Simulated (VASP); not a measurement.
Si, 1 atom in the cell. It takes space group Cmmm (No. 65, orthorhombic). Conventional cell: a = 2.621 Å, b = 4.028 Å, c = 2.466 Å, α = 90.00°, β = 90.00°, γ = 90.00°. Si (site symmetry mmm) has 8 Si at 2.40 to 2.62 Å within 3.2 Å.  This cell differs from its parent crystal: strain -0.1125 x Voigt [0, 1, 0, 0, 0, 0].

- Program: VASP 6.6.1
- Task: single point
- Functional: LDA
- Potentials or basis: VASP PAW LDA potentials, release 64 (Si)
- Cutoff: 520 eV
- k mesh: 24 × 24 × 20
- Occupations: gaussian, width 0.15 eV
- Spin: no spin polarisation
- Dipole correction: no
- Further INCAR settings: ALGO = Normal; EDIFF = 1e-06; NBANDS = 8

Potentials or basis: VASP PAW LDA potentials, release 64 (Si).

Run with:

```console
$ cat potpaw_LDA.64/Si/POTCAR > POTCAR
$ mpirun -np 1 vasp_std > vasp.out
```

Hardware: 1 thread of AMD EPYC 9R45 96-Core Processor (Zen 5), on a shared host.

Task: Estimate the wall time of this run.

Result: Run time: 66 s on 1 thread of AMD EPYC 9R45 96-Core Processor (Zen 5), with other jobs on the host, peak memory 0.21 GiB. Counts: scf iterations 10, k points 1727.
